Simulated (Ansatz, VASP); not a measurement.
## Two plane-wave programs on BaS

```xyz
2
Lattice="0.0000 3.0660 3.4493 3.0660 0.0000 3.4493 3.0660 3.0660 0.0000" Properties=species:S:1:pos:R:3 pbc="T T T"
Ba    0.0000    0.0000    0.0000
S     3.0660    3.0660    3.4493
```

Change from the starting cell: strain -0.040 along x and y, +0.080 along z, atoms carried along.

Alike in both runs: task single point; functional r2SCAN; k mesh 6 × 6 × 6; occupations gaussian, width 0.05 eV; no spin polarisation.

|  | VASP | Ansatz |
| --- | --- | --- |
| version | VASP 6.6.1 | Ansatz 0.2.0 |
| potentials or method | VASP PAW PBE potentials, release 64 (Ba_sv, S), cutoff 520 eV | scalar-relativistic, plane waves, PAW |
| valence electrons in the cell | 16 | 16 |

Ansatz gave:

```
gap on the k mesh at the Fermi level (eV)                     : 2.42
least direct gap on the mesh (eV)                             : 2.47
pressure (GPa)                                                : 2.6
traceless stress, the component that is largest in VASP (GPa) : -6.11
```

Question: Which values does VASP return?

Answer: gap on the k mesh at the Fermi level (eV): 2.31; least direct gap on the mesh (eV): 2.41; pressure (GPa): 3.3; traceless stress, the component that is largest in VASP (GPa): -6.63.

VASP's potentials were made for PBE, not for r2SCAN. With one functional, cell and mesh, what is left measures potentials, basis and numerics.

Neither program's run includes spin-orbit coupling.
